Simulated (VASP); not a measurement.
# Si16O (a cell with a defect) in VASP: single point with LDA

Aim: the single point of Si16O (a cell with a defect) with LDA.

All numbers are computed with VASP 6.6.1; they aren't measurements. Logs are shortened: lines on timing, memory, paths and dates and some standing lists are left out, and cuts for length are marked.

## (1) The cell of the first run

The cell holds a defect, 17 atoms: a = 7.679 Å, b = 7.679 Å, c = 7.679 Å, α = 60.00°, β = 60.00°, γ = 60.00°.

## (2) Single point, LDA, collinear spin, zero start

File INCAR:

```
  ALGO = Normal
  EDIFF = 1E-6
  ENCUT = 520
  GGA = CA
  ISIF = 2
  ISMEAR = -1
  ISPIN = 2
  LASPH = T
  LCHARG = T
  LELF = T
  LORBIT = 11
  LREAL = Auto
  LVHAR = T
  LWAVE = F
  MAGMOM = 0 0 0 0 0 0 0 0 0 0 0 0 0 0 0 0 0
  NBANDS = 53
  NELM = 150
  PREC = Accurate
  SIGMA = 0.05
```

File KPOINTS:

```
k-points
0
Gamma
  2 2 2
```

File POSCAR:

```
Si16O
1.0
    0.0000000000      5.4300000000      5.4300000000
    5.4300000000      0.0000000000      5.4300000000
    5.4300000000      5.4300000000      0.0000000000
Si O
16 1
Direct
    0.0023774401      0.0004906998     -0.0001612339
    0.1239098527      0.1291382136      0.1244890424
   -0.0037616022      0.0013133517      0.5000146409
    0.1245023941      0.1226337017      0.6252907919
    0.0390279926      0.5040451197     -0.0523981584
    0.1277594843      0.6263572744      0.1097867403
    0.0021871087      0.4968348066      0.4852578269
    0.1522848987      0.6294742173      0.5762510129
    0.4957483425     -0.0264021179      0.0478647330
    0.6282129834      0.1225407919      0.1402881215
    0.4986148250     -0.0031776243      0.5157367403
    0.6212156538      0.0865388582      0.6766419890
    0.5012968692      0.4985005525     -0.0015486188
    0.6684844383      0.6163245856      0.0785374770
    0.5093317680      0.4569673112      0.5469776243
    0.6262354512      0.6231844383      0.6292371087
    0.6879741252      0.4398485267      0.3127205341
```

Potentials or basis: VASP PAW LDA potentials, release 64 (Si, O).

Started as:

```sh
> cat potpaw_LDA.64/Si/POTCAR potpaw_LDA.64/O/POTCAR > POTCAR
> mpirun -np 1 vasp_std > vasp.out
```

OUTCAR:

```text
EDIFF = 1E-6
   ENCUT = 520
   GGA = CA
   ISIF = 2
   ISMEAR = -1
   ISPIN = 2
   LASPH = T
   LORBIT = 11
   LREAL = Auto
   NELM = 150
   PREC = Accurate

 ion  position               nearest neighbor table
   1  0.002  0.000  1.000-   6 2.35  10 2.35   4 2.35   2 2.35
   2  0.124  0.129  0.124-   1 2.35   9 2.35   3 2.35   5 2.38
   3  0.996  0.001  0.500-   4 2.35   8 2.35   2 2.35  12 2.38
   4  0.125  0.123  0.625-  11 2.35   1 2.35   7 2.35   3 2.35
   5  0.039  0.504  0.948-  14 2.32   8 2.33   6 2.36   2 2.38
   6  0.128  0.626  0.110-  13 2.34   1 2.35   7 2.35   5 2.36
   7  0.002  0.497  0.485-   4 2.35   6 2.35   8 2.35  16 2.36
   8  0.152  0.629  0.576-  15 2.32   5 2.33   3 2.35   7 2.35
   9  0.496  0.974  0.048-  14 2.32  12 2.33   2 2.35  10 2.35
  10  0.628  0.123  0.140-   1 2.35  11 2.35   9 2.35  13 2.36
  11  0.499  0.997  0.516-  16 2.34   4 2.35  10 2.35  12 2.36
  12  0.621  0.087  0.677-  15 2.32   9 2.33  11 2.36   3 2.38
  13  0.501  0.499  0.998-  14 2.31  16 2.32   6 2.34  10 2.36
  14  0.668  0.616  0.079-  17 1.65  13 2.31   9 2.32   5 2.32  15 2.94
  15  0.509  0.457  0.547-  17 1.65  16 2.31   8 2.32  12 2.32  14 2.94
  16  0.626  0.623  0.629-  15 2.31  13 2.32  11 2.34   7 2.36
  17  0.688  0.440  0.313-  14 1.65  15 1.65

  LATTYP: Found a face centered cubic cell.
 ALAT       =    10.8600000000

  Lattice vectors:

 A1 = (   0.0000000000,   5.4300000000,   5.4300000000)
 A2 = (   5.4300000000,   0.0000000000,   5.4300000000)
 A3 = (   5.4300000000,   5.4300000000,   0.0000000000)

Analysis of symmetry for initial positions (statically):
=====================================================================
 Subroutine PRICEL returns:
 Original cell was already a primitive cell.

 Routine SETGRP: Setting up the symmetry group for a
 face centered cubic supercell.

 Subroutine GETGRP returns: Found  1 space group operations
 (whereof  1 operations were pure point group operations)
 out of a pool of 48 trial point group operations.

The static configuration has the point symmetry C_1 .

Analysis of symmetry for dynamics (positions and initial velocities):
=====================================================================
 Subroutine PRICEL returns:
 Original cell was already a primitive cell.

 Routine SETGRP: Setting up the symmetry group for a
 face centered cubic supercell.

 Subroutine GETGRP returns: Found  1 space group operations
 (whereof  1 operations were pure point group operations)
 out of a pool of 48 trial point group operations.

The dynamic configuration has the point symmetry C_1 .

Analysis of structural, dynamic, and magnetic symmetry:
=====================================================================
 Subroutine PRICEL returns:
 Original cell was already a primitive cell.

 Routine SETGRP: Setting up the symmetry group for a
 face centered cubic supercell.

 Subroutine GETGRP returns: Found  1 space group operations
 (whereof  1 operations were pure point group operations)
 out of a pool of 48 trial point group operations.

The overall configuration has the point symmetry C_1 .

 Subroutine INISYM returns: Found  1 space group operations
 (whereof  1 operations are pure point group operations),
 and found     1 'primitive' translations

----------------------------------------------------------------------------------------

                                     Primitive cell

  volume of cell :     320.2060

  direct lattice vectors                    reciprocal lattice vectors
     0.000000000  5.430000000  5.430000000    -0.092081031  0.092081031  0.092081031
     5.430000000  0.000000000  5.430000000     0.092081031 -0.092081031  0.092081031
     5.430000000  5.430000000  0.000000000     0.092081031  0.092081031 -0.092081031

  length of vectors
     7.679179644  7.679179644  7.679179644     0.159489025  0.159489025  0.159489025

  position of ions in fractional coordinates (direct lattice)
     0.002377440  0.000490700  0.999838766
     0.123909853  0.129138214  0.124489042
     0.996238398  0.001313352  0.500014641
[... 69 lines left out ...]
  0.000000  0.500000  0.500000      1.000000
  0.500000  0.000000  0.500000      1.000000
   k-points           NKPTS =      8   k-points in BZ     NKDIM =      8   number of bands    NBANDS=     53
   number of dos      NEDOS =    301   number of ions     NIONS =     17
   total plane-waves  NPLWV = 216000
   dimension x,y,z NGX =    60 NGY =   60 NGZ =   60
   dimension x,y,z NGXF=   120 NGYF=  120 NGZF=  120
   ions per type =              16   1
   NGX,Y,Z   is equivalent  to a cutoff of  12.99, 12.99, 12.99 a.u.
   NGXF,Y,Z  is equivalent  to a cutoff of  25.98, 25.98, 25.98 a.u.
 SYSTEM =  unknown system
   PREC   = accura    normal or accurate (medium, high low for compatibility)
   ISTART =      0    job   : 0-new  1-cont  2-samecut
   ICHARG =      2    charge: 1-file 2-atom 10-const
   ISPIN  =      2    spin polarized calculation?
   LNONCOLLINEAR =      F non collinear calculations
   LSORBIT =      F    spin-orbit coupling
   LASPH  =      T    aspherical Exc in radial PAW
   ENCUT  =  520.0 eV  38.22 Ry    6.18 a.u.  14.28 14.28 14.28*2*pi/ulx,y,z
   NELM   =    150;   NELMIN=  2; NELMDL= -5     # of ELM steps
   EDIFF  = 0.1E-05   stopping-criterion for ELM
   LREAL  =      T    real-space projection
   EDIFFG = 0.1E-04   stopping-criterion for IOM
   NSW    =      0    number of steps for IOM
[... 5 lines left out ...]
   TEBEG  =    0.0;   TEEND  =   0.0 temperature during run
   PSTRESS=    0.0 pullay stress
   NELECT =      70.0000    total number of electrons
   NUPDOWN=      -1.0000    fix difference up-down
   EMIN   =  10.00;   EMAX   =-10.00  energy-range for DOS
   EFERMI =   0.00;   METHOD = LEGACY
   ISMEAR =    -1;   SIGMA  =   0.05  broadening in eV -4-tet -1-fermi 0-gaus
   EFERMI_NEDOS =   21; number of points for ismear=-14 and -15
   IALGO  =     38    algorithm
   IMIX   =      4    mixing-type and parameters
     AMIX     =   0.40;   BMIX     =  1.00
     AMIX_MAG =   1.60;   BMIX_MAG =  1.00
  volume/ion in A,a.u.               =      18.84       127.11
  Fermi-wavevector in a.u.,A,eV,Ry     =   0.986199  1.863645 13.232857  0.972588
  Thomas-Fermi vector in A             =   2.117562
   LORBIT       =     11    0 simple, 1 ext, 2 COOP (PROOUT), +10 PAW based schemes
   GGA     = CA    functional components
   LHFCALC =     F    Hartree Fock is set to
   AEXX    =    0.0000 exact exchange contribution
   IVDW    =     0    specifies the selected vdW correction
   LEPSILON=     F    determine dielectric tensor
   LRPA    =     F    only Hartree local field effects (RPA)
 spin polarized calculation
  energy-cutoff  :      520.00
  volume of cell :      320.21
 maximum number of plane-waves:      8646
 NGX is ok and might be reduce to    60
   NGX = 29   NGY = 29   NGZ = 29

 number of electron      70.0000001 magnetization       0.0000000

 number of electron      70.0000001 magnetization      -0.0000000

 Free energy of the ion-electron system (eV)
  ---------------------------------------------------
  ext. energy  EPLUGINS =         0.00000000
  ---------------------------------------------------
  free energy    TOTEN  =      -102.33939480 eV

  energy without entropy =     -102.33640417  energy(sigma->0) =     -102.33789948

 E-fermi :   6.0342     XC(G=0):  -9.7407

 val. band max:        5.8228127171   @ k =   0.0000   0.0000   0.0000
 cond. band min:       6.2223700295   @ k =   0.0000   0.0000   0.0000
 fundamental gap:      0.3995573124
 Fermi energy:         6.0341667955

 spin component 1

 k-point     1 :       0.0000    0.0000    0.0000
  band No.  band energies     occupation
      1     -14.4307      1.00000
      2      -5.8664      1.00000
      3      -4.5582      1.00000
      4      -3.7382      1.00000
      5      -3.7212      1.00000
      6      -3.3679      1.00000
[... 389 lines left out ...]
     46      10.0558      0.00000
     47      10.3311      0.00000
 Fermi energy:         6.0341667955

 spin component 2

 k-point     1 :       0.0000    0.0000    0.0000
  band No.  band energies     occupation
      1     -14.4307      1.00000
      2      -5.8664      1.00000
      3      -4.5582      1.00000
      4      -3.7382      1.00000
      5      -3.7212      1.00000
      6      -3.3679      1.00000
[... 389 lines left out ...]
     46      10.0558      0.00000
     47      10.3311      0.00000
 [bands above 47 left out]

------------------------ aborting loop because EDIFF is reached ----------------------------------------

  FORCE on cell =-STRESS in cart. coord.  units (eV):
  Direction    XX          YY          ZZ          XY          YZ          ZX
  --------------------------------------------------------------------------------------
  -------------------------------------------------------------------------------------
  Total        1.4030982      1.3758932      2.0239698      3.0568999     -2.3282498     -2.2656559
  in kB        7.0205184      6.8843954     10.1271006     15.2954518    -11.6495907    -11.3363972
  external PRESSURE =       8.0106715 kB  Pullay stress =       0.0000000 kB

 VOLUME and BASIS-vectors are now :
 -----------------------------------------------------------------------------
  energy-cutoff  :      520.00
  volume of cell :      320.21
      direct lattice vectors                 reciprocal lattice vectors
     0.000000000  5.430000000  5.430000000    -0.092081031  0.092081031  0.092081031
     5.430000000  0.000000000  5.430000000     0.092081031 -0.092081031  0.092081031
     5.430000000  5.430000000  0.000000000     0.092081031  0.092081031 -0.092081031

 POSITION                                       TOTAL-FORCE (eV/Angst)
 -----------------------------------------------------------------------------------
      5.43179      5.44203      0.01557        -0.001380     -0.003172     -0.001011
      1.37720      1.34881      1.37405         0.003598      0.000687      0.001088
      2.72221      8.12465      5.41671         0.002375     -0.002721     -0.001150
      4.06123      4.07138      1.34195         0.002029      0.000508      0.000741
      7.88244      5.35740      2.94889        -0.000251      0.004890      0.002923
      3.99726      1.28988      4.09485        -0.001504      0.002541     -0.000739
[... 9 lines left out ...]
      6.80065      6.81722      6.78435        -0.000750     -0.007046      0.002015
      4.08645      5.43377      6.12408        -0.046942      0.046198     -0.003574
 -----------------------------------------------------------------------------------
    total drift:                                0.002085     -0.004209      0.002138

  FREE ENERGIE OF THE ION-ELECTRON SYSTEM (eV)
  ---------------------------------------------------
  free  energy   TOTEN  =      -102.3393947952 eV

  energy  without entropy=     -102.3364041697  energy(sigma->0) =     -102.33789948

 total charge

# of ion       s       p       d       tot
------------------------------------------
    1        0.745   0.965   0.000   1.710
    2        0.751   0.943   0.000   1.694
    3        0.751   0.943   0.000   1.694
    4        0.745   0.965   0.000   1.710
    5        0.756   0.961   0.000   1.718
    6        0.746   0.959   0.000   1.705
[... 9 lines left out ...]
   16        0.751   0.982   0.000   1.733
   17        1.565   3.599   0.000   5.164
--------------------------------------------------
tot         13.559  18.994   0.000  32.553

 magnetization (x)

# of ion       s       p       d       tot
------------------------------------------
    1        0.000   0.000   0.000   0.000
    2       -0.000   0.000   0.000   0.000
    3       -0.000  -0.000   0.000  -0.000
    4        0.000   0.000   0.000   0.000
    5        0.000   0.000   0.000   0.000
    6        0.000   0.000   0.000   0.000
[... 9 lines left out ...]
   16       -0.000  -0.000   0.000  -0.000
   17       -0.000   0.000   0.000  -0.000
--------------------------------------------------
tot         -0.000   0.000   0.000   0.000
```

It took 6.8 min on 1 thread of AMD EPYC 9R45 (Zen 5), shared host; peak memory 0.46 GiB.

Results:

```yaml
Free_energy: -102.3394 eV
Pressure: 0.8 GPa
Largest_force: 0.104 eV/Å
Band_gap_on_the_k_mesh: 0.40 eV
Net_moment: 0.00 μB per cell
Valence_electrons_inside_the_program's_atomic_spheres: Si 1.71, 1.69, 1.72, 1.70, 1.73 (each value once); O 5.16
```

Forces on the atoms (eV/Å):
```
Si  -0.001 -0.003 -0.001
Si   0.004  0.001  0.001
Si   0.002 -0.003 -0.001
Si   0.002  0.001  0.001
Si   0.000  0.005  0.003
Si  -0.002  0.003 -0.001
Si  -0.002 -0.002 -0.004
Si  -0.004 -0.002  0.002
Si   0.004  0.002 -0.001
Si   0.001  0.003  0.004
Si  -0.003  0.003 -0.002
Si  -0.007 -0.001  0.001
Si   0.006  0.001  0.001
Si  -0.032 -0.076  0.058
Si   0.079  0.031 -0.060
Si  -0.001 -0.007  0.002
O   -0.047  0.046 -0.004
```

Caveat: the k points lie up to 0.50 Å⁻¹ apart; semilocal functionals underestimate gaps, and a narrow one can read as zero.
